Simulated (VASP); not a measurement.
# Ta16H2C in VASP: single point with PBE

Aim: the single point of Ta16H2C with PBE.

Program: VASP 6.6.1. These are calculated values, not measurements. Logs are shortened: lines on timing, memory, paths and dates and some standing lists are left out, and cuts for length are marked.

### 1 The cell of the first run

The cell holds a slab with vacuum, 19 atoms: a = 6.620 Å, b = 5.733 Å, c = 18.022 Å, α = 90.00°, β = 90.00°, γ = 54.74°.

### 2 Single point, PBE

INCAR reads:

```
ALGO = Normal
EDIFF = 1E-6
ENCUT = 520
GGA = PE
GGA_COMPAT = F
ISIF = 2
ISMEAR = 0
LASPH = T
LCHARG = F
LREAL = F
LWAVE = F
NBANDS = 106
NELM = 120
NELMDL = -8
PREC = Accurate
SIGMA = 0.05
```

KPOINTS reads:

```
k-points
0
Gamma
  3 4 1
```

POSCAR reads:

```
Ta16H2C
1.0
    6.6200000000      0.0000000000      0.0000000000
    3.3100000000      4.6810470000      0.0000000000
    0.0000000000      0.0000000000     18.0215700000
Ta C H
16 1 2
Direct
   -0.2500000534      0.5000001068      0.0554891167
    0.2499999466      0.5000001068      0.0554891167
   -0.2500000000      1.0000000000      0.0554891167
    0.2500000000      1.0000000000      0.0554891167
    0.0004213914     -0.0008660456      0.1814001777
    0.4997090878     -0.0003565442      0.1807366395
   -0.0005168224      0.5007819832      0.1814169354
    0.5001819876      0.5002372333      0.1807435756
   -0.2523151668      0.4975457414      0.3111837093
    0.2521488078      0.5027727771      0.3096048236
   -0.2523544033      0.9969985347      0.3096110383
    0.2522687227      1.0021238838      0.3112106770
    0.0017325466     -0.0030768758      0.4371599700
    0.5030225277     -0.0020450553      0.4373924136
   -0.0015628743      0.5023079238      0.4370319012
    0.4971199819      0.5015110936      0.4372155145
    0.0003513313      0.2495193917      0.5263302809
   -0.0014231722      0.0930949849      0.5622641091
    0.0017657064      0.3985836929      0.5651119187
```

Potentials or basis: VASP PAW PBE potentials, release 64 (Ta_pv, C, H).

Command:

```bash
$ cat potpaw_PBE.64/Ta_pv/POTCAR potpaw_PBE.64/C/POTCAR potpaw_PBE.64/H/POTCAR > POTCAR
$ mpirun -np 1 vasp_std > vasp.out
```

OUTCAR:

```text
EDIFF = 1E-6
   ENCUT = 520
   GGA = PE
   ISIF = 2
   ISMEAR = 0
   LASPH = T
   LREAL = F
   NELM = 120
   NELMDL = -8
   PREC = Accurate

 ion  position               nearest neighbor table
   1  0.750  0.500  0.055-   8 2.80   7 2.81   3 2.87   4 2.87   4 2.87   3 2.87   6 3.25   5 3.26
                             2 3.31   2 3.31
   2  0.250  0.500  0.055-   8 2.80   7 2.81   3 2.87   4 2.87   3 2.87   4 2.87   6 3.25   5 3.26
                             1 3.31   1 3.31
   3  0.750  0.000  0.055-   6 2.80   5 2.81   1 2.87   2 2.87   1 2.87   2 2.87   8 3.25   7 3.26
                             4 3.31   4 3.31
   4  0.250  0.000  0.055-   6 2.80   5 2.81   1 2.87   2 2.87   2 2.87   1 2.87   8 3.25   7 3.26
                             3 3.31   3 3.31
   5  0.000  0.999  0.181-   3 2.81   4 2.81  11 2.86   7 2.86   8 2.86   8 2.87   7 2.87  12 2.88
                             2 3.26   1 3.26  10 3.28   9 3.30   6 3.31   6 3.31
   6  0.500  1.000  0.181-   4 2.80   3 2.80  11 2.84  12 2.86   8 2.86   7 2.86   7 2.87   8 2.87
                             1 3.25   2 3.25   5 3.31  10 3.31   5 3.31   9 3.32
   7  0.999  0.501  0.181-   1 2.81   2 2.81  10 2.86   5 2.86   6 2.86   6 2.87   5 2.87   9 2.88
                             3 3.26   4 3.26  11 3.28  12 3.30   8 3.31   8 3.31
   8  0.500  0.500  0.181-   1 2.80   2 2.80  10 2.84   9 2.86   6 2.86   5 2.86   5 2.87   6 2.87
                             4 3.25   3 3.25   7 3.31  11 3.31   7 3.31  12 3.32
   9  0.748  0.498  0.311-  16 2.80  15 2.82  12 2.86   8 2.86  11 2.86  11 2.87  12 2.88   7 2.88
                            13 3.26  10 3.26  14 3.27   5 3.30   6 3.32  10 3.36
  10  0.252  0.503  0.310-  16 2.81   8 2.84  15 2.85   7 2.86  11 2.86  12 2.86  12 2.87  11 2.87
                            13 3.26   9 3.26   5 3.28  14 3.30   6 3.31   9 3.36
  11  0.748  0.997  0.310-  14 2.81   6 2.84  13 2.85   5 2.86  10 2.86   9 2.86   9 2.87  10 2.87
                            15 3.26  12 3.26   7 3.28  16 3.30   8 3.31  12 3.36
  12  0.252  0.002  0.311-  14 2.81  13 2.82   9 2.86   6 2.86  10 2.86  10 2.87   9 2.88   5 2.88
                            15 3.26  11 3.26  16 3.26   7 3.30   8 3.32  11 3.36
  13  0.002  0.997  0.437-  17 2.16  12 2.82  16 2.84  11 2.85  15 2.85  15 2.88  16 2.89  10 3.26
                             9 3.26  14 3.30  14 3.32
  14  0.503  0.998  0.437-  12 2.81  11 2.81  15 2.84  16 2.86  16 2.87  15 2.89   9 3.27  13 3.30
                            10 3.30  13 3.32
  15  0.998  0.502  0.437-  17 2.16   9 2.82  14 2.84  10 2.85  13 2.85  13 2.88  14 2.89  12 3.26
                            11 3.26  16 3.30  16 3.32
  16  0.497  0.502  0.437-   9 2.80  10 2.81  13 2.84  14 2.86  14 2.87  13 2.89  12 3.26  11 3.30
                            15 3.30  15 3.32
  17  0.000  0.250  0.526-  19 1.11  18 1.11  13 2.16  15 2.16
  18  0.999  0.093  0.562-  17 1.11
  19  0.002  0.399  0.565-  17 1.11

  LATTYP: Found a base centered orthorhombic cell.
 ALAT       =     6.6200000000
 B/A-ratio  =     1.4142135952
 C/A-ratio  =     2.7222915408

  Lattice vectors:

 A1 = (   3.3100000000,  -4.6810470000,   0.0000000000)
 A2 = (   3.3100000000,   4.6810470000,   0.0000000000)
 A3 = (   0.0000000000,   0.0000000000,  18.0215700000)

Analysis of symmetry for initial positions (statically):
=====================================================================
 Subroutine PRICEL returns:
 Original cell was already a primitive cell.

 Routine SETGRP: Setting up the symmetry group for a
 base centered orthorhombic supercell.

 Subroutine GETGRP returns: Found  1 space group operations
 (whereof  1 operations were pure point group operations)
 out of a pool of  8 trial point group operations.

The static configuration has the point symmetry C_1 .

Analysis of symmetry for dynamics (positions and initial velocities):
=====================================================================
 Subroutine PRICEL returns:
 Original cell was already a primitive cell.

 Routine SETGRP: Setting up the symmetry group for a
 base centered orthorhombic supercell.

 Subroutine GETGRP returns: Found  1 space group operations
 (whereof  1 operations were pure point group operations)
 out of a pool of  8 trial point group operations.

The dynamic configuration has the point symmetry C_1 .

 Subroutine INISYM returns: Found  1 space group operations
 (whereof  1 operations are pure point group operations),
 and found     1 'primitive' translations

----------------------------------------------------------------------------------------

                                     Primitive cell

[... 64 lines left out ...]
     0.050352467 -0.035604570  0.000000000     0.333333333  0.000000000  0.000000000
     0.000000000  0.053406855  0.000000000     0.000000000  0.250000000  0.000000000
     0.000000000  0.000000000  0.055489061     0.000000000  0.000000000  1.000000000

  Length of vectors
     0.061668926  0.053406855  0.055489061

  Shift w.r.t. Gamma in fractional coordinates (k-lattice)
     0.000000000  0.000000000  0.000000000

 WARNING: IBZKPT: internal override: KBLOWUP is changed to .FALSE.
      ... skipping the blow-up phase ...

 Subroutine IBZKPT returns following result:
 ===========================================

 Found      7 irreducible k-points:

 Following reciprocal coordinates:
            Coordinates               Weight
  0.000000  0.000000  0.000000      1.000000
  0.333333  0.000000  0.000000      2.000000
  0.000000  0.250000  0.000000      2.000000
  0.333333  0.250000  0.000000      2.000000
 -0.333333  0.250000  0.000000      2.000000
  0.000000  0.500000  0.000000      1.000000
  0.333333  0.500000  0.000000      2.000000
   k-points           NKPTS =      7   k-points in BZ     NKDIM =      7   number of bands    NBANDS=    106
   number of dos      NEDOS =    301   number of ions     NIONS =     19
   total plane-waves  NPLWV = 336000
   dimension x,y,z NGX =    50 NGY =   48 NGZ =  140
   dimension x,y,z NGXF=   100 NGYF=   96 NGZF=  280
   ions per type =              16   1   2
   NGX,Y,Z   is equivalent  to a cutoff of  12.56, 13.92, 12.91 a.u.
   NGXF,Y,Z  is equivalent  to a cutoff of  25.11, 27.84, 25.83 a.u.
 SYSTEM =  unknown system
   PREC   = accura    normal or accurate (medium, high low for compatibility)
   ISTART =      0    job   : 0-new  1-cont  2-samecut
   ICHARG =      2    charge: 1-file 2-atom 10-const
   ISPIN  =      1    spin polarized calculation?
   LNONCOLLINEAR =      F non collinear calculations
   LSORBIT =      F    spin-orbit coupling
   LASPH  =      T    aspherical Exc in radial PAW
   ENCUT  =  520.0 eV  38.22 Ry    6.18 a.u.  12.31 10.66 33.51*2*pi/ulx,y,z
   NELM   =    120;   NELMIN=  2; NELMDL= -8     # of ELM steps
   EDIFF  = 0.1E-05   stopping-criterion for ELM
   LREAL  =      F    real-space projection
   EDIFFG = 0.1E-04   stopping-criterion for IOM
   NSW    =      0    number of steps for IOM
   IBRION =     -1    ionic relax: 0-MD 1-quasi-New 2-CG
   NFREE  =      0    steps in history (QN), initial steepest desc. (CG)
   ISIF   =      2    stress and relaxation
   ISYM   =      2    0-nonsym 1-usesym 2-fastsym
   POTIM  = 0.5000    time-step for ionic-motion
   TEBEG  =    0.0;   TEEND  =   0.0 temperature during run
   PSTRESS=    0.0 pullay stress
   NELECT =     182.0000    total number of electrons
   NUPDOWN=      -1.0000    fix difference up-down
   EMIN   =  10.00;   EMAX   =-10.00  energy-range for DOS
   EFERMI =   0.00;   METHOD = LEGACY
   ISMEAR =     0;   SIGMA  =   0.05  broadening in eV -4-tet -1-fermi 0-gaus
   EFERMI_NEDOS =   21; number of points for ismear=-14 and -15
   IALGO  =     38    algorithm
   IMIX   =      4    mixing-type and parameters
     AMIX     =   0.40;   BMIX     =  1.00
     AMIX_MAG =   1.60;   BMIX_MAG =  1.00
  volume/ion in A,a.u.               =      29.39       198.35
  Fermi-wavevector in a.u.,A,eV,Ry     =   1.126594  2.128954 17.268704  1.269214
  Thomas-Fermi vector in A             =   2.263276
   LORBIT       =      0    0 simple, 1 ext, 2 COOP (PROOUT), +10 PAW based schemes
   GGA     = PE    functional components
   LHFCALC =     F    Hartree Fock is set to
   AEXX    =    0.0000 exact exchange contribution
   IVDW    =     0    specifies the selected vdW correction
   LEPSILON=     F    determine dielectric tensor
   LRPA    =     F    only Hartree local field effects (RPA)
 non-spin polarized calculation
 Gauss-broadening in eV      SIGMA  =   0.05
  energy-cutoff  :      520.00
  volume of cell :      558.46
 maximum number of plane-waves:     15058
 NGX is ok and might be reduce to    50
   NGX = 25   NGY = 21   NGZ = 67

 number of electron     181.9999992 magnetization

 Free energy of the ion-electron system (eV)
  ---------------------------------------------------
  ext. energy  EPLUGINS =         0.00000000
  ---------------------------------------------------
  free energy    TOTEN  =      -196.63096042 eV

  energy without entropy =     -196.61018569  energy(sigma->0) =     -196.62057306

 E-fermi :   1.1320     XC(G=0):  -7.8749

 val. band max:        1.0925659734   @ k =   0.0000   0.0000   0.0000
 cond. band min:       1.1480300817   @ k =   0.3333   0.5000   0.0000
 fundamental gap:      0.0554641083
 Fermi energy:         1.1319752288

 k-point     1 :       0.0000    0.0000    0.0000
  band No.  band energies     occupation
      1     -33.3664      2.00000
      2     -33.3485      2.00000
      3     -33.3466      2.00000
      4     -33.3445      2.00000
      5     -33.3346      2.00000
      6     -33.3256      2.00000
[... 731 lines left out ...]
    102       2.6918      0.00000
    103       2.8929      0.00000
 [bands above 103 left out]

------------------------ aborting loop because EDIFF is reached ----------------------------------------

  FORCE on cell =-STRESS in cart. coord.  units (eV):
  Direction    XX          YY          ZZ          XY          YZ          ZX
  --------------------------------------------------------------------------------------
  -------------------------------------------------------------------------------------
  Total       -6.9140801     -4.8165751      0.0762636      1.5810429      0.0162797      0.0278157
  in kB      -19.8358756    -13.8183218      0.2187933      4.5358703      0.0467050      0.0798006
  external PRESSURE =     -11.1451347 kB  Pullay stress =       0.0000000 kB

 VOLUME and BASIS-vectors are now :
 -----------------------------------------------------------------------------
  energy-cutoff  :      520.00
  volume of cell :      558.46
      direct lattice vectors                 reciprocal lattice vectors
     6.620000000  0.000000000  0.000000000     0.151057402 -0.106813711  0.000000000
     3.310000000  4.681047000  0.000000000     0.000000000  0.213627421  0.000000000
     0.000000000  0.000000000 18.021570000     0.000000000  0.000000000  0.055489061

 POSITION                                       TOTAL-FORCE (eV/Angst)
 -----------------------------------------------------------------------------------
      6.62000      2.34052      1.00000         0.055065     -0.086178      0.043360
      3.31000      2.34052      1.00000        -0.079765      0.001814     -0.050635
      4.96500      0.00000      1.00000         0.077812     -0.002035     -0.051993
      1.65500      0.00000      1.00000        -0.057583      0.084532      0.041529
      3.30992      4.67699      3.26912         0.000386      0.000445     -0.004310
      6.61689      4.67938      3.25716         0.000473      0.000420     -0.005153
[... 11 lines left out ...]
      6.91872      0.43578     10.13288        -0.008100     -0.011869      0.017552
      1.33100      1.86579     10.18420         0.012217      0.017384      0.014913
 -----------------------------------------------------------------------------------
    total drift:                                0.000017      0.000012      0.000701

  FREE ENERGIE OF THE ION-ELECTRON SYSTEM (eV)
  ---------------------------------------------------
  free  energy   TOTEN  =      -196.6309604235 eV

  energy  without entropy=     -196.6101856905  energy(sigma->0) =     -196.62057306
```

It took 44 min on 1 thread of Intel Xeon 8259CL, shared host; peak memory 0.86 GiB.

Results:

| Property | Result |
| --- | --- |
| Free energy | -196.6310 eV |
| Largest force | 0.111 eV/Å |
| Band gap on the k mesh | zero (bands 91 and 92 overlap by 0.67 eV) |

Forces in eV/Å, atoms in the order of the input:
```
Ta   0.055 -0.086  0.043
Ta  -0.080  0.002 -0.051
Ta   0.078 -0.002 -0.052
Ta  -0.058  0.085  0.042
Ta   0.000  0.000 -0.004
Ta   0.000  0.000 -0.005
Ta   0.000  0.000 -0.008
Ta   0.000  0.000 -0.006
Ta   0.000  0.000  0.003
Ta   0.001  0.000  0.006
Ta   0.000 -0.001  0.007
Ta   0.001  0.000  0.006
Ta  -0.007 -0.016 -0.016
Ta  -0.001 -0.002 -0.001
Ta   0.010  0.018 -0.009
Ta  -0.002  0.004  0.009
C   -0.002 -0.007  0.002
H   -0.008 -0.012  0.018
H    0.012  0.017  0.015
```

Levels at points of the mesh, in eV from the Fermi level:
| k point | band 87 | band 88 | band 89 | band 90 | band 91 | band 92 | band 93 | band 94 | band 95 | band 96 |
| --- | --- | --- | --- | --- | --- | --- | --- | --- | --- | --- |
| (0.00, 0.00, 0.00) | -0.04 | 0.08 | 0.31 | 0.32 | 0.48 | 0.61 | 0.62 | 0.98 | 1.22 | 1.27 |
| (0.00, 0.50, 0.00) | -0.28 | 0.02 | 0.11 | 0.13 | 0.13 | 0.16 | 0.20 | 0.21 | 0.36 | 0.37 |

Caveat: spin-orbit coupling is left out, which moves the levels of the heavy elements.
